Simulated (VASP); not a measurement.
# BMo2Se4 (C2/m) in VASP: single point with r2SCAN

Aim: the single point of BMo2Se4 with r2SCAN.

All numbers are computed with VASP 6.6.1; they aren't measurements. Logs are shortened: lines on timing, memory, paths and dates and some standing lists are left out, and cuts for length are marked.

## Step 1: The cell of the first run

Symmetry: C2/m, No. 12, monoclinic system. Conventional cell: a = 6.148 Å, b = 3.440 Å, c = 11.561 Å, α = 90.00°, β = 91.50°, γ = 90.00°. Within 3.1 Å of B (site symmetry 2/m) lie 6 Se at 2.35 to 2.47 Å and 2 Mo at 3.02 Å. Within 2.9 Å of Mo (site symmetry m) lie 6 Se at 2.23 to 2.77 Å. Within 2.9 Å of Se (site symmetry m) lie 3 Mo at 2.23 to 2.60 Å. Se (site symmetry m) has 3 B at 2.35 to 2.47 Å and 3 Mo at 2.45 to 2.77 Å and 3 Se at 3.20 to 3.29 Å within 3.3 Å.

## Step 2: Single point, r2SCAN

File POSCAR:

```
BMo2Se4
1.0
    0.0000000000      3.4403460500      0.0000000000
    3.0739900100     -1.7201730300      0.0000000000
    0.3026345500      0.0000000000    -11.5572808900
B Mo Se
1 2 4
Direct
    0.0000000000      0.0000000000      0.0000000000
    0.9543000000      0.9086000000      0.7408000000
    0.0457000000      0.0914000000      0.2592000000
    0.3355000000      0.6710000000      0.6375000000
    0.6645000000      0.3290000000      0.3625000000
    0.3380000000      0.6760000000      0.1108000000
    0.6620000000      0.3240000000      0.8892000000
```

File INCAR.step1:

```
SYSTEM = BMo2Se4
ALGO = Normal ; EDIFF = 1E-4
ENCUT = 520 ; GGA = PE
ISMEAR = 0 ; LASPH = .TRUE.
LCHARG = .FALSE. ; LREAL = .FALSE.
LWAVE = .TRUE. ; NBANDS = 36
NELM = 100 ; PREC = Accurate
SIGMA = 0.0218
```

File INCAR.step2:

```
SYSTEM = BMo2Se4
ALGO = Normal ; EDIFF = 1E-6
ENCUT = 520 ; ISIF = 2
ISMEAR = 0 ; ISTART = 1
LASPH = .TRUE. ; LCHARG = .TRUE.
LELF = .TRUE. ; LMIXTAU = .TRUE.
LREAL = .FALSE. ; LVHAR = .TRUE.
LWAVE = .FALSE. ; METAGGA = R2SCAN
NBANDS = 36 ; NELM = 100
PREC = Accurate ; SIGMA = 0.0218
```

File KPOINTS:

```
k-points
0
G
  8 8 3
  0 0 0
```

Potentials or basis: VASP PAW PBE potentials, release 64 (B, Mo_sv, Se).

Started as:

```
$ cat potpaw_PBE.64/B/POTCAR potpaw_PBE.64/Mo_sv/POTCAR potpaw_PBE.64/Se/POTCAR > POTCAR
$ cp INCAR.step1 INCAR
$ mpirun -np 1 vasp_std > vasp.out
$ cp INCAR.step2 INCAR
$ mpirun -np 1 vasp_std > vasp.out
```

OUTCAR:

```text
SYSTEM = BMo2Se4
   EDIFF = 1E-6
   ENCUT = 520
   ISIF = 2
   ISMEAR = 0
   ISTART = 1
   LASPH = .TRUE.
   LREAL = .FALSE.
   METAGGA = R2SCAN
   NELM = 100
   PREC = Accurate

 ion  position               nearest neighbor table
   1  0.000  0.000  0.000-   7 2.35   6 2.35   7 2.35   6 2.35   7 2.47   6 2.47
   2  0.954  0.909  0.741-   4 2.23   4 2.23   7 2.45   4 2.60   7 2.77   7 2.77
   3  0.046  0.091  0.259-   5 2.23   5 2.23   6 2.45   5 2.60   6 2.77   6 2.77
   4  0.336  0.671  0.638-   2 2.23   2 2.23   2 2.60
   5  0.664  0.329  0.362-   3 2.23   3 2.23   3 2.60
   6  0.338  0.676  0.111-   1 2.35   1 2.35   3 2.45   1 2.47   3 2.77   3 2.77
   7  0.662  0.324  0.889-   1 2.35   1 2.35   2 2.45   1 2.47   2 2.77   2 2.77

  LATTYP: Found a base centered monoclinic cell.
 ALAT       =     6.1479800200
 B/A-ratio  =     0.5595896601
 C/A-ratio  =     1.8804944892
 COS(beta)  =    -0.0261766457

  Lattice vectors:

 A1 = (  -3.0739900100,  -1.7201730200,   0.0000000000)
 A2 = (  -3.0739900100,   1.7201730300,   0.0000000000)
 A3 = (   0.3026345500,   0.0000000000, -11.5572808900)

Analysis of symmetry for initial positions (statically):
=====================================================================
 Subroutine PRICEL returns:
 Original cell was already a primitive cell.

 Routine SETGRP: Setting up the symmetry group for a
 base centered monoclinic supercell.

 Subroutine GETGRP returns: Found  4 space group operations
 (whereof  4 operations were pure point group operations)
 out of a pool of  4 trial point group operations.

The static configuration has the point symmetry C_2h.

Analysis of symmetry for dynamics (positions and initial velocities):
=====================================================================
 Subroutine PRICEL returns:
 Original cell was already a primitive cell.

 Routine SETGRP: Setting up the symmetry group for a
 base centered monoclinic supercell.

 Subroutine GETGRP returns: Found  4 space group operations
 (whereof  4 operations were pure point group operations)
 out of a pool of  4 trial point group operations.

The dynamic configuration has the point symmetry C_2h.

 Subroutine INISYM returns: Found  4 space group operations
 (whereof  4 operations are pure point group operations),
 and found     1 'primitive' translations

----------------------------------------------------------------------------------------

                                     Primitive cell

  volume of cell :     122.2251

  direct lattice vectors                    reciprocal lattice vectors
     0.000000000  3.440346050  0.000000000     0.162655051  0.290668434  0.004259223
     3.073990010 -1.720173030  0.000000000     0.325310101  0.000000000  0.008518446
     0.302634550  0.000000000-11.557280890     0.000000000  0.000000000 -0.086525543

  length of vectors
     3.440346050  3.522557286 11.561242547     0.333111010  0.325421612  0.086525543

  position of ions in fractional coordinates (direct lattice)
     0.000000000  0.000000000  0.000000000
     0.954300000  0.908600000  0.740800000
     0.045700000  0.091400000  0.259200000
     0.335500000  0.671000000  0.637500000
     0.664500000  0.329000000  0.362500000
     0.338000000  0.676000000  0.110800000
     0.662000000  0.324000000  0.889200000

  ion indices of the primitive-cell ions
   primitive index   ion index
                 1           1
                 2           2
                 3           3
                 4           4
                 5           5
                 6           6
                 7           7

----------------------------------------------------------------------------------------

 KPOINTS: k-points

Automatic generation of k-mesh.
 Grid dimensions read from file:
 generate k-points for:    8    8    3

 Generating k-lattice:

  Cartesian coordinates                     Fractional coordinates (reciprocal lattice)
     0.020331881  0.036333554  0.000532403     0.125000000  0.000000000  0.000000000
     0.040663763  0.000000000  0.001064806     0.000000000  0.125000000 -0.000000000
     0.000000000  0.000000000 -0.028841848     0.000000000  0.000000000  0.333333333

  Length of vectors
     0.041638876  0.040677702  0.028841848

  Shift w.r.t. Gamma in fractional coordinates (k-lattice)
     0.000000000  0.000000000  0.000000000

 Subroutine IBZKPT returns following result:
 ===========================================

 Found     57 irreducible k-points:

 Following reciprocal coordinates:
            Coordinates               Weight
  0.000000  0.000000  0.000000      1.000000
  0.125000  0.000000 -0.000000      4.000000
  0.250000  0.000000 -0.000000      4.000000
  0.375000  0.000000  0.000000      4.000000
  0.500000  0.000000 -0.000000      2.000000
  0.000000  0.125000 -0.000000      2.000000
[... 16 lines left out ...]
  0.125000  0.000000  0.333333      4.000000
  0.250000  0.000000  0.333333      4.000000
 [... further k-points ...]
   k-points           NKPTS =     57   k-points in BZ     NKDIM =     57   number of bands    NBANDS=     36
   number of dos      NEDOS =    301   number of ions     NIONS =      7
   total plane-waves  NPLWV =  70560
   dimension x,y,z NGX =    28 NGY =   28 NGZ =   90
   dimension x,y,z NGXF=    56 NGYF=   56 NGZF=  180
   ions per type =               1   2   4
   NGX,Y,Z   is equivalent  to a cutoff of  13.53, 13.21, 12.94 a.u.
   NGXF,Y,Z  is equivalent  to a cutoff of  27.06, 26.43, 25.88 a.u.
 SYSTEM =  BMo2Se4
   PREC   = accura    normal or accurate (medium, high low for compatibility)
   ISTART =      1    job   : 0-new  1-cont  2-samecut
   ICHARG =      0    charge: 1-file 2-atom 10-const
   ISPIN  =      1    spin polarized calculation?
   LNONCOLLINEAR =      F non collinear calculations
   LSORBIT =      F    spin-orbit coupling
   LASPH  =      T    aspherical Exc in radial PAW
   ENCUT  =  520.0 eV  38.22 Ry    6.18 a.u.   6.40  6.55 21.50*2*pi/ulx,y,z
   NELM   =    100;   NELMIN=  2; NELMDL=  0     # of ELM steps
   EDIFF  = 0.1E-05   stopping-criterion for ELM
   LREAL  =      F    real-space projection
   EDIFFG = 0.1E-04   stopping-criterion for IOM
   NSW    =      0    number of steps for IOM
   IBRION =     -1    ionic relax: 0-MD 1-quasi-New 2-CG
   NFREE  =      0    steps in history (QN), initial steepest desc. (CG)
   ISIF   =      2    stress and relaxation
   ISYM   =      2    0-nonsym 1-usesym 2-fastsym
   POTIM  = 0.5000    time-step for ionic-motion
   TEBEG  =    0.0;   TEEND  =   0.0 temperature during run
   PSTRESS=    0.0 pullay stress
   NELECT =      55.0000    total number of electrons
   NUPDOWN=      -1.0000    fix difference up-down
   EMIN   =  10.00;   EMAX   =-10.00  energy-range for DOS
   EFERMI =   0.00;   METHOD = LEGACY
   ISMEAR =     0;   SIGMA  =   0.02  broadening in eV -4-tet -1-fermi 0-gaus
   EFERMI_NEDOS =   21; number of points for ismear=-14 and -15
   IALGO  =     38    algorithm
   IMIX   =      4    mixing-type and parameters
     AMIX     =   0.40;   BMIX     =  1.00
     AMIX_MAG =   1.60;   BMIX_MAG =  1.00
  volume/ion in A,a.u.               =      17.46       117.83
  Fermi-wavevector in a.u.,A,eV,Ry     =   1.254514  2.370688 21.412935  1.573806
  Thomas-Fermi vector in A             =   2.388316
   LORBIT       =      0    0 simple, 1 ext, 2 COOP (PROOUT), +10 PAW based schemes
   METAGGA = R2SCAN    functional components
   LHFCALC =     F    Hartree Fock is set to
   AEXX    =    0.0000 exact exchange contribution
   IVDW    =     0    specifies the selected vdW correction
   LEPSILON=     F    determine dielectric tensor
   LRPA    =     F    only Hartree local field effects (RPA)
 non-spin polarized calculation
 Gauss-broadening in eV      SIGMA  =   0.02
  energy-cutoff  :      520.00
  volume of cell :      122.23
 maximum number of plane-waves:      3324
 NGX is ok and might be reduce to    28
   NGX = 13   NGY = 13   NGZ = 43

 number of electron      54.9999998 magnetization

 Free energy of the ion-electron system (eV)
  ---------------------------------------------------
  ext. energy  EPLUGINS =         0.00000000
  ---------------------------------------------------
  free energy    TOTEN  =      -112.77532857 eV

  energy without entropy =     -112.77428297  energy(sigma->0) =     -112.77480577

 E-fermi :   7.6143     XC(G=0): -11.6581

 val. band max:        7.6113237202   @ k =   0.1250  -0.3750   0.3333
 cond. band min:       7.6144247571   @ k =   0.1250   0.0000   0.3333
 fundamental gap:      0.0031010368
 Fermi energy:         7.6142598733

 k-point     1 :       0.0000    0.0000    0.0000
  band No.  band energies     occupation
      1     -55.5391      2.00000
      2     -55.5391      2.00000
      3     -29.0629      2.00000
      4     -29.0629      2.00000
      5     -29.0324      2.00000
      6     -29.0321      2.00000
[... 28 lines left out ...]
     35      10.7380      0.00000
     36      11.4214      0.00000

 k-point     2 :       0.1250    0.0000   -0.0000
  band No.  band energies     occupation
      1     -55.5367      2.00000
      2     -55.5367      2.00000
      3     -29.0961      2.00000
      4     -29.0960      2.00000
      5     -29.0232      2.00000
      6     -29.0230      2.00000
[... 28 lines left out ...]
     35      11.0855      0.00000
     36      11.2575      0.00000

 k-point     3 :       0.2500    0.0000   -0.0000
  band No.  band energies     occupation
      1     -55.5307      2.00000
      2     -55.5307      2.00000
      3     -29.1722      2.00000
      4     -29.1722      2.00000
      5     -29.0071      2.00000
      6     -29.0069      2.00000
[... 28 lines left out ...]
     35      11.6268      0.00000
     36      11.6618      0.00000
[... 742 lines left out ...]
 k-point    23 :       0.1250    0.0000    0.3333
  band No.  band energies     occupation
      1     -55.5367      2.00000
      2     -55.5367      2.00000
      3     -29.0961      2.00000
      4     -29.0960      2.00000
      5     -29.0232      2.00000
      6     -29.0230      2.00000
[... 28 lines left out ...]
     35      11.1637      0.00000
     36      11.3892      0.00000

 k-point    24 :       0.2500    0.0000    0.3333
  band No.  band energies     occupation
      1     -55.5307      2.00000
      2     -55.5307      2.00000
      3     -29.1722      2.00000
      4     -29.1722      2.00000
      5     -29.0071      2.00000
      6     -29.0070      2.00000
[... 28 lines left out ...]
     35      11.2644      0.00000
     36      11.9872      0.00000

 [... further k-points ...]

------------------------ aborting loop because EDIFF is reached ----------------------------------------

  FORCE on cell =-STRESS in cart. coord.  units (eV):
  Direction    XX          YY          ZZ          XY          YZ          ZX
  --------------------------------------------------------------------------------------
  -------------------------------------------------------------------------------------
  Total        4.2874927     19.8466745     20.4465803     -0.0000000      0.0000000     -6.4385601
  in kB       56.2022538    260.1585369    268.0223532     -0.0000001      0.0000001    -84.3993469
  external PRESSURE =     194.7943813 kB  Pullay stress =       0.0000000 kB

 VOLUME and BASIS-vectors are now :
 -----------------------------------------------------------------------------
  energy-cutoff  :      520.00
  volume of cell :      122.23
      direct lattice vectors                 reciprocal lattice vectors
     0.000000000  3.440346050  0.000000000     0.162655051  0.290668434  0.004259223
     3.073990010 -1.720173030  0.000000000     0.325310101  0.000000000  0.008518446
     0.302634550  0.000000000-11.557280890     0.000000000  0.000000000 -0.086525543

 POSITION                                       TOTAL-FORCE (eV/Angst)
 -----------------------------------------------------------------------------------
      0.00000      0.00000      0.00000         0.000000      0.000000      0.000000
      3.01722      1.72017     -8.56163         3.347664     -0.000000     -3.384460
      0.35941     -0.00000     -2.99565        -3.347664      0.000000      3.384460
      2.25558     -0.00000     -7.36777        -2.916769      0.000000      5.233815
      1.12105      1.72017     -4.18951         2.916769     -0.000000     -5.233815
      2.11155     -0.00000     -1.28055         0.805230     -0.000000      1.125217
      1.26508      1.72017    -10.27673        -0.805230      0.000000     -1.125217
 -----------------------------------------------------------------------------------
    total drift:                                0.000000      0.000000     -0.000000

  FREE ENERGIE OF THE ION-ELECTRON SYSTEM (eV)
  ---------------------------------------------------
  free  energy   TOTEN  =      -112.7753285684 eV

  energy  without entropy=     -112.7742829721  energy(sigma->0) =     -112.77480577
```

It took 8 min on 1 thread of Intel Xeon 6975P-C (Granite Rapids), shared host; peak memory 0.42 GiB.

Results:

* Free energy: -112.7753 eV
* Pressure: 19.5 GPa
* Largest force: 5.992 eV/Å
* Band gap on the k mesh: zero (an odd number of electrons rules out a gap without spin polarisation)

Forces in eV/Å, atoms in the order of the input:
```
B    0.000  0.000  0.000
Mo   3.348  0.000 -3.384
Mo  -3.348  0.000  3.384
Se  -2.917  0.000  5.234
Se   2.917  0.000 -5.234
Se   0.805  0.000  1.125
Se  -0.805  0.000 -1.125
```

Caveat: the stress differs along the axes, from 6 to 27 GPa; the PAW data sets were made with another functional, which shifts forces and pressure a little.
